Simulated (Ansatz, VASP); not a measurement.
# Two plane-wave programs on GaSb

File INCAR:

```
SYSTEM = GaSb
  ALGO = Normal
  EDIFF = 1E-6
  ENCUT = 520
  GGA = PE
  ISIF = 2
  ISMEAR = 0
  LASPH = .True.
  LCHARG = .False.
  LREAL = .False.
  LWAVE = .False.
  NBANDS = 16
  NELM = 100
  PREC = Accurate
  SIGMA = 0.15
```

KPOINTS

```
k-points
0
Gamma
  14 14 14
  0 0 0
```

The input POSCAR:

```
GaSb
1.0
    0.0000000000      3.2198636733      3.0522927987
    3.0522927987      0.0000000000      3.0522927987
    3.0522927987      3.2198636733      0.0000000000
Ga Sb
1 1
Direct
    0.0000000000      0.0000000000      0.0000000000
    0.7500000000      0.7500000000      0.7500000000
```

Input for Ansatz:

```yaml
crystal:
  lattice:
    - [0.0, 3.2198636733, 3.0522927987]
    - [3.0522927987, 0.0, 3.0522927987]
    - [3.0522927987, 3.2198636733, 0.0]
  atoms:
    - { symbol: Ga, position: [0.0, 0.0, 0.0] }
    - { symbol: Sb, position: [0.75, 0.75, 0.75] }
basis:
  ecutwfc: 420
kpoints:
  mp_grid: { grid: [14, 14, 14] }
hamiltonian:
  xc: pbe
  pseudopotentials: { kind: paw, azcp: { folder: soft_1 } }
scf:
  occupations: { method: gaussian, width: 0.15 }
output:
  forces: true
  stress: true
  eigenvalues: true
  write_density: true
  write_potential: true
  elf: true
  volumetric_format: npy
```

Alike in both runs: task single point; functional PBE; k mesh 14 × 14 × 14; occupations gaussian, width 0.15 eV; no spin polarisation.

|  | VASP | Ansatz |
| --- | --- | --- |
| version | VASP 6.6.1 | Ansatz 0.2.0 |
| potentials or method | VASP PAW PBE potentials, release 64 (Ga_d, Sb), cutoff 520 eV | scalar-relativistic, plane waves, PAW |
| valence electrons in the cell | 18 | 28 |

```tsv
	VASP	Ansatz	Ansatz less VASP
gap on the k mesh at the Fermi level (eV)	none	none	-
pressure (GPa)	0.0	0.0	-0.06
traceless stress, the component that is largest in VASP (GPa)	-1.62	-1.62	-0.003
```

A gap of «none» marks a metal or a gap that the smearing closes. With one functional, cell and mesh, what is left measures potentials, basis and numerics. VASP's potentials hold 18 valence electrons a cell and Ansatz's 28, so a difference there can come from the potentials and not from the codes.

Neither program's run includes spin-orbit coupling.
